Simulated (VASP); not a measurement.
Write the native input for VASP 6.6.1 that does the following.

| Quantity | Value |
| --- | --- |
| Task | relaxation of cell and atoms |
| Functional | PBE |
| Potentials or basis | VASP PAW PBE potentials, release 64 (Be, Zn, Te) |
| Cutoff | 600 eV |
| k mesh | 12 × 12 × 4 |
| Occupations | gaussian, width 0.1 eV |
| Spin | no spin polarisation |
| Dipole correction | no |
| Further INCAR settings | ALGO = Normal; EDIFF = 1e-07; IBRION = 2; EDIFFG = -0.001; NSW = 80; ISIF = 3 |

The structure of Be2Zn3Te3 lies in POSCAR:

```
Be2Zn3Te3
1.0
    4.0805404195      0.0000000000      0.0000000000
   -2.0402702097      3.5338516644      0.0000000000
    0.0000000000      0.0000000000     12.7590660053
Be Zn Te
2 3 3
Direct
    0.3333333333      0.6666666667      0.4243010860
    0.0000000000      0.0000000000      0.1708251042
    0.6666666667      0.3333333333      0.6969570941
    0.3333333333      0.6666666667      0.8625780308
    0.0000000000      0.0000000000      0.7579079011
    0.3333333333      0.6666666667      0.2308193796
    0.0000000000      0.0000000000      0.9762632509
    0.6666666667      0.3333333333      0.4853481533
```

These files were run (other wordings do the same):

INCAR

```
SYSTEM = Be2Zn3Te3
PREC = Accurate ; ENCUT = 600
EDIFF = 1E-7 ; ISMEAR = 0
SIGMA = 0.1 ; LREAL = .FALSE.
LASPH = .TRUE. ; NELM = 120
ALGO = Normal ; ISIF = 3
LWAVE = .FALSE. ; LCHARG = .FALSE.
GGA = PE ; IBRION = 2
NSW = 80 ; EDIFFG = -0.001
GGA_COMPAT = .FALSE. ; NELMIN = 4
```

KPOINTS

```
regular mesh
0
G
  12 12 4
  0 0 0
```

Potentials or basis: VASP PAW PBE potentials, release 64 (Be, Zn, Te).

Launch:

```console
$ cat potpaw_PBE.64/Be/POTCAR potpaw_PBE.64/Zn/POTCAR potpaw_PBE.64/Te/POTCAR > POTCAR
$ mpirun -np 1 vasp_std > vasp.out
```

It gave:

The relaxed volume is 23.05 Å³/atom, the relaxed cell is a = 4.084 Å, b = 4.084 Å, c = 12.768 Å, α = 90.00°, β = 90.00°, γ = 120.00° and the space group after relaxing (to 0.1 Å) is P3m1 (No. 156). The energy gained by relaxing is 0.0 meV/atom, the ionic steps are 16 and the pressure after relaxing is 0.0 GPa. The band gap on the k mesh is zero (bands 29 and 30 overlap by 3.12 eV).

Caveat: spin-orbit coupling is left out, which moves the levels of the heavy elements.

It took 110 min on 1 thread of Intel Xeon 8259CL (shared host), peak memory 0.73 GiB.
